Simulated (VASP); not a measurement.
A run of VASP 6.6.1:

INCAR

```
PREC     = Accurate       # precision mode
ENCUT    = 520            # plane-wave cutoff, eV
EDIFF    = 1E-6           # SCF threshold, eV
ISMEAR   = 0              # smearing method
SIGMA    = 0.15           # smearing width, eV
LREAL    = False          # projectors in reciprocal space
LASPH    = True           # aspherical terms in the spheres
NELM     = 100            # most SCF steps
ALGO     = Normal         # electronic algorithm
ISIF     = 2              # what is computed and relaxed
LWAVE    = False          # write WAVECAR
LCHARG   = False          # write CHGCAR
GGA      = PE             # functional
NBANDS   = 16             # bands
```

Contents of KPOINTS:

```
regular mesh
0
Gamma
  18 18 10
```

Contents of POSCAR:

```
InSb
1.0
    2.9804468321      0.0000000000      0.0000000000
    0.0000000000      2.9804468321      0.0000000000
    0.0000000000      0.0000000000      6.6232187346
In Sb
1 1
Direct
    0.0000000000      0.0000000000      0.0000000000
    0.0000000000      0.0000000000      0.5000000000
```

Potentials or basis: VASP PAW PBE potentials, release 64 (In_d, Sb).

Command:

```bash
$ cat potpaw_PBE.64/In_d/POTCAR potpaw_PBE.64/Sb/POTCAR > POTCAR
$ mpirun -np 1 vasp_std > vasp.out
```

Hardware: 1 thread of Intel Xeon 8259CL, with other jobs on the host.

Q: How long does it take, and how much memory?

A: It took 5.4 min on 1 thread of Intel Xeon 8259CL, with other jobs on the host, peak memory 0.44 GiB. Counts: scf iterations 11, k points 330.
